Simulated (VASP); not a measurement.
Input of a VASP 6.6.1 run:

Contents of INCAR:

```
PREC = Accurate ; ENCUT = 520
EDIFF = 1E-6 ; ISMEAR = -1
SIGMA = 0.05 ; LREAL = F
LASPH = T ; NELM = 100
ALGO = Normal ; ISIF = 2
LWAVE = F ; LCHARG = F
GGA = RE ; IVDW = 12
NBANDS = 21
```

File KPOINTS:

```
regular mesh
0
Gamma
  11 11 6
```

File POSCAR:

```
Ru
1.0
    2.6876397213      0.0000000000      0.0000000000
   -1.3438198606      2.3275642749      0.0000000000
    0.0000000000      0.0000000000      4.2531615502
Ru
2
Direct
    0.6666666667      0.3333333333      0.7500000000
    0.3333333333      0.6666666667      0.2500000000
```

Potentials or basis: VASP PAW PBE potentials, release 64 (Ru_pv).

Launch:

```bash
$ cat potpaw_PBE.64/Ru_pv/POTCAR > POTCAR
$ mpirun -np 1 vasp_std > vasp.out
```

Predict the pressure.

-0.4 GPa.

Predict the band gap on the k mesh.

zero (band 14 reaches 14.81 eV, above the bottom of band 15 at 11.65 eV).

What does it give for the dispersion energy per atom?

-1.207 eV.

Stress tensor (GPa, compression positive):
```
-0.52  0.00  0.00
 0.00 -0.52  0.00
 0.00  0.00 -0.04
```

Caveat: the PAW data sets were made with another functional, which shifts forces and pressure a little; pairwise dispersion overbinds metals, which lowers pressure and volume.
